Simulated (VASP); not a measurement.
# In (Fd-3m) in VASP: a series of runs

Runs on In. Level: PBE. Tasks: single point.

Program: VASP 6.6.1. These are calculated values, not measurements. Logs are shortened: lines on timing, memory, paths and dates and some standing lists are left out, and cuts for length are marked.

## (1) The cell of the first run

It takes space group Fd-3m (No. 227, cubic). Conventional cell: a = 6.637 Å, b = 6.637 Å, c = 6.637 Å, α = 90.00°, β = 90.00°, γ = 90.00°. In (site symmetry -43m) has 4 In at 2.87 Å within 3.8 Å.

This isn't the form of In at room conditions, which is tetragonal.

## (2) Single point, PBE (36.54 Å³/atom)

INCAR reads:

```
SYSTEM = In
PREC     = Accurate       ! precision mode
ENCUT    = 520            ! plane-wave cutoff, eV
EDIFF    = 1E-6           ! SCF threshold, eV
ISMEAR   = -1             ! smearing method
SIGMA    = 0.1            ! smearing width, eV
LREAL    = .False.        ! projectors in reciprocal space
LASPH    = .True.         ! aspherical terms in the spheres
NELM     = 100            ! most SCF steps
ALGO     = Normal         ! electronic algorithm
ISIF     = 2              ! what is computed and relaxed
LWAVE    = .False.        ! write WAVECAR
LCHARG   = .False.        ! write CHGCAR
GGA      = PE             ! functional
NBANDS   = 20             ! bands
```

KPOINTS reads:

```
Automatic mesh
0
Gamma
  13 13 13
  0 0 0
```

POSCAR reads:

```
In
1.0
    0.0000000000      3.3183996340      3.3183996340
    3.3183996340      0.0000000000      3.3183996340
    3.3183996340      3.3183996340      0.0000000000
In
2
Direct
    0.1250000000      0.1250000000      0.1250000000
    0.8750000000      0.8750000000      0.8750000000
```

Potentials or basis: VASP PAW PBE potentials, release 64 (In_d).

Run with:

```console
cat potpaw_PBE.64/In_d/POTCAR > POTCAR
mpirun -np 1 vasp_std > vasp.out
```

OUTCAR:

```text
SYSTEM = In
   PREC = Accurate
   ENCUT = 520
   EDIFF = 1E-6
   ISMEAR = -1
   LREAL = .False.
   LASPH = .True.
   NELM = 100
   ISIF = 2
   GGA = PE

 ion  position               nearest neighbor table
   1  0.125  0.125  0.125-   2 2.87   2 2.87   2 2.87   2 2.87
   2  0.875  0.875  0.875-   1 2.87   1 2.87   1 2.87   1 2.87

  LATTYP: Found a face centered cubic cell.
 ALAT       =     6.6367992680

  Lattice vectors:

 A1 = (   0.0000000000,   3.3183996340,   3.3183996340)
 A2 = (   3.3183996340,   0.0000000000,   3.3183996340)
 A3 = (   3.3183996340,   3.3183996340,   0.0000000000)

Analysis of symmetry for initial positions (statically):
=====================================================================
 Subroutine PRICEL returns:
 Original cell was already a primitive cell.

 Routine SETGRP: Setting up the symmetry group for a
 face centered cubic supercell.

 Subroutine GETGRP returns: Found 48 space group operations
 (whereof 12 operations were pure point group operations)
 out of a pool of 48 trial point group operations.

The static configuration has the point symmetry D_3d.
 The point group associated with its full space group is O_h .

Analysis of symmetry for dynamics (positions and initial velocities):
=====================================================================
 Subroutine PRICEL returns:
 Original cell was already a primitive cell.

 Routine SETGRP: Setting up the symmetry group for a
 face centered cubic supercell.

 Subroutine GETGRP returns: Found 48 space group operations
 (whereof 12 operations were pure point group operations)
 out of a pool of 48 trial point group operations.

The dynamic configuration has the point symmetry D_3d.
 The point group associated with its full space group is O_h .

 Subroutine INISYM returns: Found 48 space group operations
 (whereof 12 operations are pure point group operations),
 and found     1 'primitive' translations

----------------------------------------------------------------------------------------

                                     Primitive cell

  volume of cell :      73.0829

  direct lattice vectors                    reciprocal lattice vectors
     0.000000000  3.318399634  3.318399634    -0.150675041  0.150675041  0.150675041
     3.318399634  0.000000000  3.318399634     0.150675041 -0.150675041  0.150675041
     3.318399634  3.318399634  0.000000000     0.150675041  0.150675041 -0.150675041

  length of vectors
     4.692925768  4.692925768  4.692925768     0.260976826  0.260976826  0.260976826

  position of ions in fractional coordinates (direct lattice)
     0.125000000  0.125000000  0.125000000
     0.875000000  0.875000000  0.875000000

  ion indices of the primitive-cell ions
   primitive index   ion index
                 1           1
                 2           2

----------------------------------------------------------------------------------------

 KPOINTS: Automatic mesh

Automatic generation of k-mesh.
 Grid dimensions read from file:
 generate k-points for:   13   13   13

 Generating k-lattice:

  Cartesian coordinates                     Fractional coordinates (reciprocal lattice)
    -0.011590388  0.011590388  0.011590388     0.076923077  0.000000000  0.000000000
     0.011590388 -0.011590388  0.011590388     0.000000000  0.076923077  0.000000000
     0.011590388  0.011590388 -0.011590388     0.000000000  0.000000000  0.076923077

  Length of vectors
     0.020075140  0.020075140  0.020075140

  Shift w.r.t. Gamma in fractional coordinates (k-lattice)
     0.000000000  0.000000000  0.000000000

 Subroutine IBZKPT returns following result:
 ===========================================

 Found     84 irreducible k-points:

 Following reciprocal coordinates:
            Coordinates               Weight
  0.000000  0.000000  0.000000      1.000000
  0.076923  0.000000  0.000000      8.000000
  0.153846  0.000000  0.000000      8.000000
  0.230769  0.000000  0.000000      8.000000
  0.307692  0.000000  0.000000      8.000000
  0.384615  0.000000  0.000000      8.000000
[... 16 lines left out ...]
  0.384615  0.153846  0.000000     24.000000
  0.461538  0.153846  0.000000     24.000000
 [... further k-points ...]
   k-points           NKPTS =     84   k-points in BZ     NKDIM =     84   number of bands    NBANDS=     20
   number of dos      NEDOS =    301   number of ions     NIONS =      2
   total plane-waves  NPLWV =  46656
   dimension x,y,z NGX =    36 NGY =   36 NGZ =   36
   dimension x,y,z NGXF=    72 NGYF=   72 NGZF=   72
   ions per type =               2
   NGX,Y,Z   is equivalent  to a cutoff of  12.75, 12.75, 12.75 a.u.
   NGXF,Y,Z  is equivalent  to a cutoff of  25.51, 25.51, 25.51 a.u.
 SYSTEM =  In
   PREC   = accura    normal or accurate (medium, high low for compatibility)
   ISTART =      0    job   : 0-new  1-cont  2-samecut
   ICHARG =      2    charge: 1-file 2-atom 10-const
   ISPIN  =      1    spin polarized calculation?
   LNONCOLLINEAR =      F non collinear calculations
   LSORBIT =      F    spin-orbit coupling
   LASPH  =      T    aspherical Exc in radial PAW
   ENCUT  =  520.0 eV  38.22 Ry    6.18 a.u.   8.73  8.73  8.73*2*pi/ulx,y,z
   NELM   =    100;   NELMIN=  2; NELMDL= -5     # of ELM steps
   EDIFF  = 0.1E-05   stopping-criterion for ELM
   LREAL  =      F    real-space projection
   EDIFFG = 0.1E-04   stopping-criterion for IOM
   NSW    =      0    number of steps for IOM
   IBRION =     -1    ionic relax: 0-MD 1-quasi-New 2-CG
   NFREE  =      0    steps in history (QN), initial steepest desc. (CG)
   ISIF   =      2    stress and relaxation
   ISYM   =      2    0-nonsym 1-usesym 2-fastsym
   POTIM  = 0.5000    time-step for ionic-motion
   TEBEG  =    0.0;   TEEND  =   0.0 temperature during run
   PSTRESS=    0.0 pullay stress
   NELECT =      26.0000    total number of electrons
   NUPDOWN=      -1.0000    fix difference up-down
   EMIN   =  10.00;   EMAX   =-10.00  energy-range for DOS
   EFERMI =   0.00;   METHOD = LEGACY
   ISMEAR =    -1;   SIGMA  =   0.10  broadening in eV -4-tet -1-fermi 0-gaus
   EFERMI_NEDOS =   21; number of points for ismear=-14 and -15
   IALGO  =     38    algorithm
   IMIX   =      4    mixing-type and parameters
     AMIX     =   0.40;   BMIX     =  1.00
     AMIX_MAG =   1.60;   BMIX_MAG =  1.00
  volume/ion in A,a.u.               =      36.54       246.59
  Fermi-wavevector in a.u.,A,eV,Ry     =   1.160007  2.192095 18.308219  1.345616
  Thomas-Fermi vector in A             =   2.296594
   LORBIT       =      0    0 simple, 1 ext, 2 COOP (PROOUT), +10 PAW based schemes
   GGA     = PE    functional components
   LHFCALC =     F    Hartree Fock is set to
   AEXX    =    0.0000 exact exchange contribution
   IVDW    =     0    specifies the selected vdW correction
   LEPSILON=     F    determine dielectric tensor
   LRPA    =     F    only Hartree local field effects (RPA)
 non-spin polarized calculation
  energy-cutoff  :      520.00
  volume of cell :       73.08
 maximum number of plane-waves:      1992
   NGX = 17   NGY = 17   NGZ = 17

 number of electron      26.0000016 magnetization

 Free energy of the ion-electron system (eV)
  ---------------------------------------------------
  ext. energy  EPLUGINS =         0.00000000
  ---------------------------------------------------
  free energy    TOTEN  =        -4.46073180 eV

  energy without entropy =       -4.40780106  energy(sigma->0) =       -4.43426643

 E-fermi :   3.9116     XC(G=0):  -8.4619

 val. band max:        3.9110618496   @ k =   0.1538   0.1538   0.0000
 cond. band min:       3.9120014609   @ k =   0.4615   0.3077   0.0769
 fundamental gap:      0.0009396113
 Fermi energy:         3.9115790435

 k-point     1 :       0.0000    0.0000    0.0000
  band No.  band energies     occupation
      1     -10.7269      2.00000
      2     -10.7269      2.00000
      3     -10.7269      2.00000
      4     -10.6608      2.00000
      5     -10.6608      2.00000
      6     -10.2351      2.00000
[... 12 lines left out ...]
     19       9.9785      0.00000
     20      13.0730      0.00000

 k-point     2 :       0.0769    0.0000    0.0000
  band No.  band energies     occupation
      1     -10.7349      2.00000
      2     -10.7349      2.00000
      3     -10.7253      2.00000
      4     -10.6499      2.00000
      5     -10.6499      2.00000
      6     -10.2436      2.00000
[... 12 lines left out ...]
     19      10.3597      0.00000
     20      12.5044      0.00000

 k-point     3 :       0.1538    0.0000    0.0000
  band No.  band energies     occupation
      1     -10.7493      2.00000
      2     -10.7492      2.00000
      3     -10.7209      2.00000
      4     -10.6279      2.00000
      5     -10.6279      2.00000
      6     -10.2598      2.00000
[... 12 lines left out ...]
     19      11.1107      0.00000
     20      12.0675      0.00000

 k-point     4 :       0.2308    0.0000    0.0000
  band No.  band energies     occupation
      1     -10.7612      2.00000
      2     -10.7612      2.00000
      3     -10.7147      2.00000
      4     -10.6063      2.00000
      5     -10.6063      2.00000
      6     -10.2747      2.00000
[... 12 lines left out ...]
     19      11.1830      0.00000
     20      11.9944      0.00000

 k-point     5 :       0.3077    0.0000    0.0000
  band No.  band energies     occupation
      1     -10.7687      2.00000
      2     -10.7687      2.00000
      3     -10.7080      2.00000
      4     -10.5902      2.00000
      5     -10.5902      2.00000
      6     -10.2846      2.00000
[... 12 lines left out ...]
     19      11.2486      0.00000
     20      12.3556      0.00000
[... 353 lines left out ...]
      6     -10.3577      2.00000
[... 12 lines left out ...]
     19      11.2260      0.00000
     20      12.1825      0.00000

 k-point    22 :       0.3077    0.1538    0.0000
  band No.  band energies     occupation
      1     -10.7819      2.00000
      2     -10.7612      2.00000
      3     -10.7171      2.00000
      4     -10.5949      2.00000
      5     -10.5425      2.00000
      6     -10.3786      2.00000
[... 12 lines left out ...]
     19      12.0679      0.00000
     20      12.6133      0.00000

 k-point    23 :       0.3846    0.1538    0.0000
  band No.  band energies     occupation
      1     -10.7952      2.00000
      2     -10.7696      2.00000
      3     -10.6967      2.00000
      4     -10.5759      2.00000
      5     -10.5310      2.00000
      6     -10.3857      2.00000
[... 12 lines left out ...]
     19      12.2809      0.00000
     20      13.3629      0.00000

 k-point    24 :       0.4615    0.1538    0.0000
  band No.  band energies     occupation
      1     -10.8035      2.00000
      2     -10.7766      2.00000
      3     -10.6772      2.00000
      4     -10.5592      2.00000
      5     -10.5332      2.00000
      6     -10.3776      2.00000
[... 12 lines left out ...]
     19      12.2460      0.00000
     20      14.2093      0.00000

 [... further k-points ...]

------------------------ aborting loop because EDIFF is reached ----------------------------------------

  FORCE on cell =-STRESS in cart. coord.  units (eV):
  Direction    XX          YY          ZZ          XY          YZ          ZX
  --------------------------------------------------------------------------------------
  -------------------------------------------------------------------------------------
  Total        0.4910392      0.4910392      0.4910392     -0.0000000      0.0000000     -0.0000000
  in kB       10.7649169     10.7649169     10.7649169     -0.0000000      0.0000000     -0.0000000
  external PRESSURE =      10.7649169 kB  Pullay stress =       0.0000000 kB

 VOLUME and BASIS-vectors are now :
 -----------------------------------------------------------------------------
  energy-cutoff  :      520.00
  volume of cell :       73.08
      direct lattice vectors                 reciprocal lattice vectors
     0.000000000  3.318399634  3.318399634    -0.150675041  0.150675041  0.150675041
     3.318399634  0.000000000  3.318399634     0.150675041 -0.150675041  0.150675041
     3.318399634  3.318399634  0.000000000     0.150675041  0.150675041 -0.150675041

 POSITION                                       TOTAL-FORCE (eV/Angst)
 -----------------------------------------------------------------------------------
      0.82960      0.82960      0.82960         0.000000     -0.000000     -0.000000
      5.80720      5.80720      5.80720        -0.000000      0.000000      0.000000
 -----------------------------------------------------------------------------------
    total drift:                                0.000000      0.000000      0.000000

  FREE ENERGIE OF THE ION-ELECTRON SYSTEM (eV)
  ---------------------------------------------------
  free  energy   TOTEN  =        -4.4607317981 eV

  energy  without entropy=       -4.4078010558  energy(sigma->0) =       -4.43426643
```

It took 2 min on 1 thread of Intel Xeon 8259CL, shared host; peak memory 0.23 GiB.

What came out:

```
Free energy            : -4.4607 eV
Pressure               : 1.1 GPa
Band gap on the k mesh : zero (bands 13 and 14 overlap by 3.26 eV)
```

Levels at points of the mesh, in eV from the Fermi level:
| k point | band 9 | band 10 | band 11 | band 12 | band 13 | band 14 | band 15 | band 16 | band 17 | band 18 |
| --- | --- | --- | --- | --- | --- | --- | --- | --- | --- | --- |
| (0.00, 0.00, 0.00) | -14.10 | -14.10 | -8.00 | 2.29 | 2.37 | 2.37 | 2.37 | 4.04 | 4.04 | 4.04 |

Caveat: spin-orbit coupling is left out, which moves the levels of the heavy elements.

## (3) Single point, PBE

This run uses another cell than the first one, of 38.06 Å³/atom.

INCAR reads:

```
PREC = Accurate
ENCUT = 520
EDIFF = 1E-6
ISMEAR = -1
SIGMA = 0.1
LREAL = F
LASPH = T
NELM = 100
ALGO = Normal
ISIF = 2
LWAVE = F
LCHARG = F
GGA = PE
NBANDS = 20
```

KPOINTS reads:

```
regular mesh
0
Gamma
  13 13 13
```

POSCAR reads:

```
In
1.0
    0.0000000000      3.3638628127      3.3638628127
    3.3638628127      0.0000000000      3.3638628127
    3.3638628127      3.3638628127      0.0000000000
In
2
Direct
    0.1250000000      0.1250000000      0.1250000000
    0.8750000000      0.8750000000      0.8750000000
```

Potentials or basis: VASP PAW PBE potentials, release 64 (In_d).

Run with:

```console
cat potpaw_PBE.64/In_d/POTCAR > POTCAR
mpirun -np 1 vasp_std > vasp.out
```

Run time: 2.1 min. Hardware: 1 thread of Intel Xeon 8259CL, shared host; peak memory 0.23 GiB.

The run converged. Its results:

```yaml
Free_energy: -4.4721 eV
Pressure: 0.1 GPa
Band_gap_on_the_k_mesh: zero (bands 13 and 14 overlap by 3.09 eV)
```

Levels at points of the mesh, in eV from the Fermi level:
```
           k point  band 11  band 12  band 13  band 14  band 15  band 16
(0.00, 0.00, 0.00)    -7.83     1.95     2.26     2.26     2.26     3.93
```

Caveat: spin-orbit coupling is left out, which moves the levels of the heavy elements.

The gap in the log of VASP goes by the Fermi energy; the results here count the filled bands.